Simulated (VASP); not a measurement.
# Hg (P6/mmm) in VASP: further runs

The runs below take Hg through single point, with r2SCAN.

Everything below comes from runs of VASP 6.6.1. Logs are shortened: lines on timing, memory, paths and dates and some standing lists are left out, and cuts for length are marked.

## Step 1: The cell of the first run

The structure is hexagonal, space group P6/mmm (No. 191). Conventional cell: a = 5.569 Å, b = 5.569 Å, c = 3.257 Å, α = 90.00°, β = 90.00°, γ = 120.00°. Within 4.3 Å of Hg (site symmetry 6/mmm) lie 14 Hg at 3.26 to 3.60 Å. Hg (site symmetry -6m2) has 11 Hg at 3.22 to 3.60 Å within 4.2 Å.

## Step 2: Single point, r2SCAN (29.16 Å³/atom)

File POSCAR:

```
Hg
1.0
    5.5688842082      0.0000000000      0.0000000000
   -2.7844421041      4.8227951951      0.0000000000
    0.0000000000      0.0000000000      3.2569092758
Hg
3
Direct
    1.0000000000      1.0000000000      0.0000000000
    0.3333333333      0.6666666667      0.5000000000
    0.6666666667      0.3333333333      0.5000000000
```

File INCAR.step1:

```
  PREC = Accurate
  ENCUT = 520
  ISMEAR = -1
  SIGMA = 0.1
  LREAL = F
  LASPH = T
  NELM = 80
  NBANDS = 25
  GGA = PE
  ALGO = Normal
  EDIFF = 1E-4
  LWAVE = T
  LCHARG = F
```

File INCAR.step2:

```
  PREC = Accurate
  ENCUT = 520
  EDIFF = 1E-6
  ISMEAR = -1
  SIGMA = 0.1
  LREAL = F
  LASPH = T
  NELM = 80
  ALGO = Normal
  ISIF = 2
  LWAVE = F
  LCHARG = T
  METAGGA = R2SCAN
  LMIXTAU = T
  LELF = T
  LVHAR = T
  NBANDS = 25
  ISTART = 1
```

File KPOINTS:

```
Automatic mesh
0
Gamma
  8 8 11
```

Potentials or basis: VASP PAW PBE potentials, release 64 (Hg).

Command:

```console
cat potpaw_PBE.64/Hg/POTCAR > POTCAR
cp INCAR.step1 INCAR
mpirun -np 1 vasp_std > vasp.out
cp INCAR.step2 INCAR
mpirun -np 1 vasp_std > vasp.out
```

OUTCAR:

```text
PREC = Accurate
   ENCUT = 520
   EDIFF = 1E-6
   ISMEAR = -1
   LREAL = F
   LASPH = T
   NELM = 80
   ISIF = 2
   METAGGA = R2SCAN
   ISTART = 1

 ion  position               nearest neighbor table
   1  0.000  0.000  0.000-   2 3.60   3 3.60   2 3.60   3 3.60   3 3.60   3 3.60   2 3.60   2 3.60
                             3 3.60   3 3.60   2 3.60   2 3.60
   2  0.333  0.667  0.500-   3 3.22   3 3.22   3 3.22   1 3.60   1 3.60   1 3.60   1 3.60   1 3.60
                             1 3.60
   3  0.667  0.333  0.500-   2 3.22   2 3.22   2 3.22   1 3.60   1 3.60   1 3.60   1 3.60   1 3.60
                             1 3.60

  LATTYP: Found a hexagonal cell.
 ALAT       =     5.5688842082
 C/A-ratio  =     0.5848405451

  Lattice vectors:

 A1 = (   5.5688842082,   0.0000000000,   0.0000000000)
 A2 = (  -2.7844421041,   4.8227951951,   0.0000000000)
 A3 = (   0.0000000000,   0.0000000000,   3.2569092758)

Analysis of symmetry for initial positions (statically):
=====================================================================
 Subroutine PRICEL returns:
 Original cell was already a primitive cell.

 Routine SETGRP: Setting up the symmetry group for a
 hexagonal supercell.

 Subroutine GETGRP returns: Found 24 space group operations
 (whereof 24 operations were pure point group operations)
 out of a pool of 24 trial point group operations.

The static configuration has the point symmetry D_6h.

Analysis of symmetry for dynamics (positions and initial velocities):
=====================================================================
 Subroutine PRICEL returns:
 Original cell was already a primitive cell.

 Routine SETGRP: Setting up the symmetry group for a
 hexagonal supercell.

 Subroutine GETGRP returns: Found 24 space group operations
 (whereof 24 operations were pure point group operations)
 out of a pool of 24 trial point group operations.

The dynamic configuration has the point symmetry D_6h.

 Subroutine INISYM returns: Found 24 space group operations
 (whereof 24 operations are pure point group operations),
 and found     1 'primitive' translations

----------------------------------------------------------------------------------------

                                     Primitive cell

  volume of cell :      87.4727

  direct lattice vectors                    reciprocal lattice vectors
     5.568884208  0.000000000  0.000000000     0.179569185  0.103674317  0.000000000
    -2.784442104  4.822795195  0.000000000     0.000000000  0.207348635  0.000000000
     0.000000000  0.000000000  3.256909276     0.000000000  0.000000000  0.307039563

  length of vectors
     5.568884208  5.568884208  3.256909276     0.207348635  0.207348635  0.307039563

  position of ions in fractional coordinates (direct lattice)
     0.000000000  0.000000000  0.000000000
     0.333333333  0.666666667  0.500000000
     0.666666667  0.333333333  0.500000000

  ion indices of the primitive-cell ions
   primitive index   ion index
                 1           1
                 2           2
                 3           3

----------------------------------------------------------------------------------------

 KPOINTS: Automatic mesh

Automatic generation of k-mesh.
 Grid dimensions read from file:
 generate k-points for:    8    8   11

 Generating k-lattice:

  Cartesian coordinates                     Fractional coordinates (reciprocal lattice)
     0.022446148  0.012959290  0.000000000     0.125000000  0.000000000  0.000000000
     0.000000000  0.025918579  0.000000000     0.000000000  0.125000000  0.000000000
     0.000000000  0.000000000  0.027912688     0.000000000  0.000000000  0.090909091

  Length of vectors
     0.025918579  0.025918579  0.027912688

  Shift w.r.t. Gamma in fractional coordinates (k-lattice)
     0.000000000  0.000000000  0.000000000

 Subroutine IBZKPT returns following result:
 ===========================================

 Found     60 irreducible k-points:

 Following reciprocal coordinates:
            Coordinates               Weight
  0.000000  0.000000  0.000000      1.000000
  0.125000  0.000000  0.000000      6.000000
  0.250000  0.000000  0.000000      6.000000
  0.375000  0.000000  0.000000      6.000000
  0.500000  0.000000  0.000000      3.000000
  0.125000  0.125000  0.000000      6.000000
[... 16 lines left out ...]
  0.250000  0.000000  0.181818     12.000000
  0.375000  0.000000  0.181818     12.000000
 [... further k-points ...]
   k-points           NKPTS =     60   k-points in BZ     NKDIM =     60   number of bands    NBANDS=     25
   number of dos      NEDOS =    301   number of ions     NIONS =      3
   total plane-waves  NPLWV =  42336
   dimension x,y,z NGX =    42 NGY =   42 NGZ =   24
   dimension x,y,z NGXF=    84 NGYF=   84 NGZF=   48
   ions per type =               3
   NGX,Y,Z   is equivalent  to a cutoff of  12.54, 12.54, 12.25 a.u.
   NGXF,Y,Z  is equivalent  to a cutoff of  25.08, 25.08, 24.50 a.u.
 SYSTEM =  unknown system
   PREC   = accura    normal or accurate (medium, high low for compatibility)
   ISTART =      1    job   : 0-new  1-cont  2-samecut
   ICHARG =      0    charge: 1-file 2-atom 10-const
   ISPIN  =      1    spin polarized calculation?
   LNONCOLLINEAR =      F non collinear calculations
   LSORBIT =      F    spin-orbit coupling
   LASPH  =      T    aspherical Exc in radial PAW
   ENCUT  =  520.0 eV  38.22 Ry    6.18 a.u.  10.35 10.35  6.06*2*pi/ulx,y,z
   NELM   =     80;   NELMIN=  2; NELMDL=  0     # of ELM steps
   EDIFF  = 0.1E-05   stopping-criterion for ELM
   LREAL  =      F    real-space projection
   EDIFFG = 0.1E-04   stopping-criterion for IOM
   NSW    =      0    number of steps for IOM
   IBRION =     -1    ionic relax: 0-MD 1-quasi-New 2-CG
   NFREE  =      0    steps in history (QN), initial steepest desc. (CG)
   ISIF   =      2    stress and relaxation
   ISYM   =      2    0-nonsym 1-usesym 2-fastsym
   POTIM  = 0.5000    time-step for ionic-motion
   TEBEG  =    0.0;   TEEND  =   0.0 temperature during run
   PSTRESS=    0.0 pullay stress
   NELECT =      36.0000    total number of electrons
   NUPDOWN=      -1.0000    fix difference up-down
   EMIN   =  10.00;   EMAX   =-10.00  energy-range for DOS
   EFERMI =   0.00;   METHOD = LEGACY
   ISMEAR =    -1;   SIGMA  =   0.10  broadening in eV -4-tet -1-fermi 0-gaus
   EFERMI_NEDOS =   21; number of points for ismear=-14 and -15
   IALGO  =     38    algorithm
   IMIX   =      4    mixing-type and parameters
     AMIX     =   0.40;   BMIX     =  1.00
     AMIX_MAG =   1.60;   BMIX_MAG =  1.00
  volume/ion in A,a.u.               =      29.16       196.77
  Fermi-wavevector in a.u.,A,eV,Ry     =   1.217731  2.301178 20.175662  1.482869
  Thomas-Fermi vector in A             =   2.353042
   LORBIT       =      0    0 simple, 1 ext, 2 COOP (PROOUT), +10 PAW based schemes
   METAGGA = R2SCAN    functional components
   LHFCALC =     F    Hartree Fock is set to
   AEXX    =    0.0000 exact exchange contribution
   IVDW    =     0    specifies the selected vdW correction
   LEPSILON=     F    determine dielectric tensor
   LRPA    =     F    only Hartree local field effects (RPA)
 non-spin polarized calculation
  energy-cutoff  :      520.00
  volume of cell :       87.47
 maximum number of plane-waves:      2394
 NGX is ok and might be reduce to    42
   NGX = 21   NGY = 21   NGZ = 13

 number of electron      36.0000000 magnetization

 Free energy of the ion-electron system (eV)
  ---------------------------------------------------
  ext. energy  EPLUGINS =         0.00000000
  ---------------------------------------------------
  free energy    TOTEN  =      -148.08325956 eV

  energy without entropy =     -148.07099226  energy(sigma->0) =     -148.07712591

 E-fermi :   1.2759     XC(G=0): -10.2216

 val. band max:        1.1872159261   @ k =   0.1250   0.0000   0.3636
 cond. band min:       1.3458824854   @ k =   0.2500   0.0000   0.0000
 fundamental gap:      0.1586665593
 Fermi energy:         1.2759392891

 k-point     1 :       0.0000    0.0000    0.0000
  band No.  band energies     occupation
      1      -6.5618      2.00000
      2      -6.3369      2.00000
      3      -5.9863      2.00000
      4      -5.8547      2.00000
      5      -5.6737      2.00000
      6      -5.6737      2.00000
[... 17 lines left out ...]
     24      14.0750      0.00000
     25      14.6406      0.00000

 k-point     2 :       0.1250    0.0000    0.0000
  band No.  band energies     occupation
      1      -6.4528      2.00000
      2      -6.3182      2.00000
      3      -6.0023      2.00000
      4      -5.8789      2.00000
      5      -5.7612      2.00000
      6      -5.7547      2.00000
[... 17 lines left out ...]
     24      13.3831      0.00000
     25      14.0318      0.00000

 k-point     3 :       0.2500    0.0000    0.0000
  band No.  band energies     occupation
      1      -6.2842      2.00000
      2      -6.1775      2.00000
      3      -6.0441      2.00000
      4      -5.9961      2.00000
      5      -5.8530      2.00000
      6      -5.8104      2.00000
[... 17 lines left out ...]
     24      11.1730      0.00000
     25      12.4524      0.00000

 k-point     4 :       0.3750    0.0000    0.0000
  band No.  band energies     occupation
      1      -6.2250      2.00000
      2      -6.1894      2.00000
      3      -6.0873      2.00000
      4      -5.9778      2.00000
      5      -5.9102      2.00000
      6      -5.6629      2.00000
[... 17 lines left out ...]
     24      10.6861      0.00000
     25      10.9174      0.00000

 k-point     5 :       0.5000    0.0000    0.0000
  band No.  band energies     occupation
      1      -6.2545      2.00000
      2      -6.1679      2.00000
      3      -6.1197      2.00000
      4      -5.9781      2.00000
      5      -5.9279      2.00000
      6      -5.5935      2.00000
[... 17 lines left out ...]
     24       9.8335      0.00000
     25      11.8854      0.00000

 k-point     6 :       0.1250    0.1250    0.0000
  band No.  band energies     occupation
      1      -6.3060      2.00000
      2      -6.2442      2.00000
      3      -6.0286      2.00000
      4      -5.9460      2.00000
      5      -5.8573      2.00000
      6      -5.8149      2.00000
[... 17 lines left out ...]
     24      11.5699      0.00000
     25      13.4811      0.00000
[... 393 lines left out ...]
 k-point    21 :       0.0000    0.0000    0.1818
  band No.  band energies     occupation
      1      -6.2238      2.00000
      2      -5.8618      2.00000
      3      -5.7429      2.00000
      4      -5.7429      2.00000
      5      -5.6482      2.00000
      6      -5.6482      2.00000
[... 17 lines left out ...]
     24      11.9884      0.00000
     25      11.9921      0.00000

 k-point    22 :       0.1250    0.0000    0.1818
  band No.  band energies     occupation
      1      -6.1743      2.00000
      2      -5.8480      2.00000
      3      -5.8079      2.00000
      4      -5.8009      2.00000
      5      -5.6854      2.00000
      6      -5.6667      2.00000
[... 17 lines left out ...]
     24      11.2643      0.00000
     25      11.5903      0.00000

 k-point    23 :       0.2500    0.0000    0.1818
  band No.  band energies     occupation
      1      -6.0876      2.00000
      2      -5.9446      2.00000
      3      -5.8815      2.00000
      4      -5.7764      2.00000
      5      -5.6651      2.00000
      6      -5.6634      2.00000
[... 17 lines left out ...]
     24       9.9366      0.00000
     25      10.9807      0.00000

 k-point    24 :       0.3750    0.0000    0.1818
  band No.  band energies     occupation
      1      -6.0931      2.00000
      2      -5.9589      2.00000
      3      -5.9242      2.00000
      4      -5.7927      2.00000
      5      -5.6442      2.00000
      6      -5.6304      2.00000
[... 17 lines left out ...]
     24       9.5056      0.00000
     25      10.0391      0.00000

 [... further k-points ...]

------------------------ aborting loop because EDIFF is reached ----------------------------------------

  FORCE on cell =-STRESS in cart. coord.  units (eV):
  Direction    XX          YY          ZZ          XY          YZ          ZX
  --------------------------------------------------------------------------------------
  -------------------------------------------------------------------------------------
  Total       -0.5680561     -0.5680561     -0.4822286     -0.0000000     -0.0000000      0.0000000
  in kB      -10.4046908    -10.4046908     -8.8326463     -0.0000000     -0.0000000      0.0000000
  external PRESSURE =      -9.8806760 kB  Pullay stress =       0.0000000 kB

 VOLUME and BASIS-vectors are now :
 -----------------------------------------------------------------------------
  energy-cutoff  :      520.00
  volume of cell :       87.47
      direct lattice vectors                 reciprocal lattice vectors
     5.568884208  0.000000000  0.000000000     0.179569185  0.103674317  0.000000000
    -2.784442104  4.822795195  0.000000000     0.000000000  0.207348635  0.000000000
     0.000000000  0.000000000  3.256909276     0.000000000  0.000000000  0.307039563

 POSITION                                       TOTAL-FORCE (eV/Angst)
 -----------------------------------------------------------------------------------
      0.00000      0.00000      0.00000         0.000000      0.000000     -0.000000
     -0.00000      3.21520      1.62845         0.000000     -0.000000     -0.000000
      2.78444      1.60760      1.62845        -0.000000      0.000000      0.000000
 -----------------------------------------------------------------------------------
    total drift:                               -0.000000      0.000000     -0.000000

  FREE ENERGIE OF THE ION-ELECTRON SYSTEM (eV)
  ---------------------------------------------------
  free  energy   TOTEN  =      -148.0832595645 eV

  energy  without entropy=     -148.0709922631  energy(sigma->0) =     -148.07712591
```

Run time: 2.5 min. Hardware: 1 thread of Intel Xeon 6975P-C (Granite Rapids), shared host; peak memory 0.27 GiB.

What came out:

- Free energy: -148.0833 eV
- Pressure: -1.0 GPa
- Band gap on the k mesh: zero (bands 18 and 19 overlap by 1.97 eV)

Stress tensor (GPa, compression positive):
```
-1.04  0.00  0.00
 0.00 -1.04  0.00
 0.00  0.00 -0.88
```

Caveat: the PAW data sets were made with another functional, which shifts forces and pressure a little; spin-orbit coupling is left out, which moves the levels of the heavy elements.

## Step 3: Single point, r2SCAN (30.24 Å³/atom)

This run uses another cell than the first one, of 30.24 Å³/atom.

File POSCAR:

```
Hg
1.0
    5.6368041241      0.0000000000      0.0000000000
   -2.8184020620      4.8816155676      0.0000000000
    0.0000000000      0.0000000000      3.2966315964
Hg
3
Direct
    1.0000000000      1.0000000000      0.0000000000
    0.3333333333      0.6666666667      0.5000000000
    0.6666666667      0.3333333333      0.5000000000
```

File INCAR.step1:

```
SYSTEM = Hg
PREC = Accurate
ENCUT = 520
ISMEAR = -1
SIGMA = 0.1
LREAL = .False.
LASPH = .True.
NELM = 60
NBANDS = 25
GGA = PE
ALGO = Normal
EDIFF = 1E-4
LWAVE = .True.
LCHARG = .False.
```

File INCAR.step2:

```
SYSTEM = Hg
PREC = Accurate
ENCUT = 520
EDIFF = 1E-7
ISMEAR = -1
SIGMA = 0.1
LREAL = .False.
LASPH = .True.
NELM = 60
ALGO = Normal
ISIF = 2
LWAVE = .False.
LCHARG = .False.
METAGGA = R2SCAN
LMIXTAU = .True.
NBANDS = 25
ISTART = 1
```

File KPOINTS:

```
regular mesh
0
Gamma
  8 8 11
  0 0 0
```

Potentials or basis: VASP PAW PBE potentials, release 64 (Hg).

Command:

```console
cat potpaw_PBE.64/Hg/POTCAR > POTCAR
cp INCAR.step1 INCAR
mpirun -np 1 vasp_std > vasp.out
cp INCAR.step2 INCAR
mpirun -np 1 vasp_std > vasp.out
```

Wall time 3.5 min (1 thread of Intel Xeon 6975P-C (Granite Rapids), shared host); peak memory 0.28 GiB.

Results (log left out):

```
Free energy            : -148.0614 eV
Pressure               : -1.3 GPa
Band gap on the k mesh : zero (bands 18 and 19 overlap by 1.66 eV)
```

Stress tensor (GPa, compression positive):
```
-1.39  0.00  0.00
 0.00 -1.39  0.00
 0.00  0.00 -1.20
```

Levels at points of the mesh, in eV from the Fermi level:
```tsv
k point	band 14	band 15	band 16	band 17	band 18	band 19	band 20	band 21	band 22	band 23
(0.00, 0.00, 0.00)	-6.46	-6.11	-6.11	-1.80	-1.45	1.92	1.92	2.00	2.00	8.10
(0.50, 0.00, 0.00)	-6.19	-6.09	-5.39	-5.30	-2.20	-0.54	5.37	5.39	7.50	7.57
```

Caveat: the PAW data sets were made with another functional, which shifts forces and pressure a little; spin-orbit coupling is left out, which moves the levels of the heavy elements.

## Step 4: Single point, r2SCAN

This run uses another cell than the first one, of 27.00 Å³/atom.

File POSCAR:

```
Hg
1.0
    5.4278387356      0.0000000000      0.0000000000
   -2.7139193678      4.7006462327      0.0000000000
    0.0000000000      0.0000000000      3.1744201647
Hg
3
Direct
    1.0000000000      1.0000000000      0.0000000000
    0.3333333333      0.6666666667      0.5000000000
    0.6666666667      0.3333333333      0.5000000000
```

INCAR.step1: that of step 3 with these lines changed.

```diff
@@ -7,3 +7,3 @@
 LASPH = .True.
-NELM = 60
+NELM = 100
 NBANDS = 25
```

INCAR.step2: that of step 3 with these lines changed.

```diff
@@ -3,3 +3,3 @@
 ENCUT = 520
-EDIFF = 1E-7
+EDIFF = 1E-6
 ISMEAR = -1
@@ -8,3 +8,3 @@
 LASPH = .True.
-NELM = 60
+NELM = 100
 ALGO = Normal
```

File KPOINTS:

```
Automatic mesh
0
Gamma
  9 9 13
  0 0 0
```

Command:

```console
cat potpaw_PBE.64/Hg/POTCAR > POTCAR
cp INCAR.step1 INCAR
mpirun -np 1 vasp_std > vasp.out
cp INCAR.step2 INCAR
mpirun -np 1 vasp_std > vasp.out
```

Run time: 2.8 min. Hardware: 1 thread of Intel Xeon 6975P-C (Granite Rapids), shared host; peak memory 0.28 GiB.

It converged, with:

```yaml
Free_energy: -148.0943 eV
Pressure: 0.3 GPa
Band_gap_on_the_k_mesh: zero (bands 18 and 19 overlap by 2.71 eV)
```

Stress tensor (GPa, compression positive):
```
0.24 0.00 0.00
0.00 0.24 0.00
0.00 0.00 0.42
```

Levels at points of the mesh, in eV from the Fermi level:
```csv
k point,band 15,band 16,band 17,band 18,band 19,band 20,band 21,band 22
"(0.00, 0.00, 0.00)",-6.15,-6.15,-1.57,-1.18,1.92,1.92,2.01,2.01
```

Caveat: the PAW data sets were made with another functional, which shifts forces and pressure a little; spin-orbit coupling is left out, which moves the levels of the heavy elements.

## Step 5: The runs side by side

```csv
cell,k mesh,gap on the mesh (eV),pressure (GPa)
"a = 5.569, b = 5.569, c = 3.257 Å, angles 90.0, 90.0, 120.0°, 3 atoms",8 × 8 × 11,none,-1.0
"a = 5.637, b = 5.637, c = 3.297 Å, angles 90.0, 90.0, 120.0°, 3 atoms",8 × 8 × 11,none,-1.3
"a = 5.428, b = 5.428, c = 3.174 Å, angles 90.0, 90.0, 120.0°, 3 atoms",9 × 9 × 13,none,0.3
```

Alike in all rows: task single point; level r2SCAN; potentials or basis VASP PAW PBE potentials, release 64 (Hg); no spin polarisation; cutoff (eV) 520; smearing fermi-dirac 0.1 eV.

Caveats: the PAW data sets were made with another functional, which shifts forces and pressure a little; spin-orbit coupling is left out, which moves the levels of the heavy elements.

Total energies depend on the potentials used, so only differences within one code and one set of settings carry meaning.
